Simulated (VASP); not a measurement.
## BaS: single point with r2SCAN

The system is BaS.

```
Ba S
1.0
     0.00000    3.06600    3.44925
     3.06600    0.00000    3.44925
     3.06600    3.06600    0.00000
Ba S
1 1
Direct
  0.00000 0.00000 0.00000
  0.50000 0.50000 0.50000
```

This cell differs from its parent crystal: strain -0.040 along x and y, +0.080 along z.

- Program: VASP 6.6.1
- Task: single point
- Functional: r2SCAN
- Potentials or basis: VASP PAW PBE potentials, release 64 (Ba_sv, S)
- Cutoff: 520 eV
- k mesh: 6 × 6 × 6
- Occupations: gaussian, width 0.05 eV
- Spin: no spin polarisation
- Dipole correction: no
- Further INCAR settings: ALGO = Normal; EDIFF = 1e-07; NBANDS = 15

```json
{
 "Pressure": "3.3 GPa",
 "Band gap on the k mesh": "2.31 eV (least direct gap 2.41 eV)"
}
```

Stress tensor (GPa, compression positive):
```
 6.62  0.00  0.00
 0.00  6.62  0.00
 0.00  0.00 -3.33
```

Levels at points of the mesh, in eV from the valence-band top:
```
           k point  band 5  band 6  band 7  band 8  band 9  band 10  band 11  band 12
(0.00, 0.00, 0.00)  -10.97   -0.34    0.00    0.00    3.53     3.65     4.49     4.49
(0.50, 0.00, 0.00)   -9.42   -2.09   -1.32   -1.25    5.92     5.94     6.70     6.99
(0.50, 0.50, 0.00)  -10.89   -1.00   -0.10   -0.10    2.37     6.26     6.69     7.86
(0.50, 0.00, 0.50)  -10.91   -0.51   -0.40   -0.09    2.31     5.95     7.14     7.29
```

Wall time 70 s on 1 thread of Intel(R) Xeon(R) 6975P-C (Granite Rapids), on a shared host, peak memory 0.22 GiB.

Caveat: the cell differs from its parent crystal (strain -0.040 along x and y, +0.080 along z); the cell stands under pressure; the PAW data sets were made with another functional, which shifts forces and pressure a little; spin-orbit coupling is left out, which moves the levels of the heavy elements. A k mesh can miss the band edges.
